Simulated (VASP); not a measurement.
Here is a VASP 6.6.1 calculation.

Contents of INCAR:

```
SYSTEM = Rh
ALGO = Normal ; EDIFF = 1E-6
ENCUT = 520 ; GGA = PS
ISIF = 2 ; ISMEAR = -1
LASPH = .TRUE. ; LCHARG = .TRUE.
LELF = .TRUE. ; LREAL = .FALSE.
LVHAR = .TRUE. ; LWAVE = .FALSE.
NBANDS = 14 ; NELM = 60
PREC = Accurate ; SIGMA = 0.08
```

KPOINTS

```
k-points
0
G
  16 16 16
  0 0 0
```

POSCAR

```
Rh
1.0
   -0.0570465000      1.8730267500      1.8730267500
    1.8730267500     -0.0570465000      1.8730267500
    1.8730267500      1.8730267500     -0.0570465000
Rh
1
Direct
    0.0000000000      0.0000000000      0.0000000000
```

Potentials or basis: VASP PAW PBE potentials, release 64 (Rh_pv).

Run with:

```console
$ cat potpaw_PBE.64/Rh_pv/POTCAR > POTCAR
$ mpirun -np 1 vasp_std > vasp.out
```

Problem. What does it give for the pressure?

Solution. -4.1 GPa.

Stress tensor (GPa, compression positive):
```
-4.05  5.96  5.96
 5.96 -4.05  5.96
 5.96  5.96 -4.05
```

Caveat: the cell differs from its parent crystal (equal xy, yz and zx shear strains of -3 %); the PAW data sets were made with another functional, which shifts forces and pressure a little.
